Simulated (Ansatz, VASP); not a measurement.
B6As in VASP and in Ansatz

```
B As
1.0
     3.06138    1.76749    3.94786
    -3.06138    1.76749    3.94786
     0.00000   -3.53497    3.94786
B As
12 2
Direct
  0.01568 0.01568 0.32466
  0.01568 0.32466 0.01568
  0.82180 0.27259 0.82180
  0.82180 0.82180 0.27259
  0.27259 0.82180 0.82180
  0.72741 0.17820 0.17820
  0.17820 0.72741 0.17820
  0.17820 0.17820 0.72741
  0.98432 0.67534 0.98432
  0.98432 0.98432 0.67534
  0.67534 0.98432 0.98432
  0.32466 0.01568 0.01568
  0.60080 0.60080 0.60080
  0.39920 0.39920 0.39920
```

Alike in both runs: task single point; functional PBEsol; k mesh 6 × 6 × 6; occupations gaussian, width 0.01 eV; no spin polarisation.

|  | VASP | Ansatz |
| --- | --- | --- |
| version | VASP 6.6.1 | Ansatz 0.2.0 |
| potentials or method | VASP PAW PBE potentials, release 64 (B, As), cutoff 520 eV | scalar-relativistic, plane waves, PAW |
| valence electrons in the cell | 46 | 66 |

Ansatz gave:

| Property | Result |
| --- | --- |
| gap on the k mesh at the Fermi level (eV) | 2.62 |
| least direct gap on the mesh (eV) | 2.65 |

Estimate VASP's values.

gap on the k mesh at the Fermi level (eV): 2.62; least direct gap on the mesh (eV): 2.66.

VASP's potentials were made for PBE, not for PBEsol. VASP's potentials hold 46 valence electrons a cell and Ansatz's 66, so a difference there can come from the potentials and not from the codes.
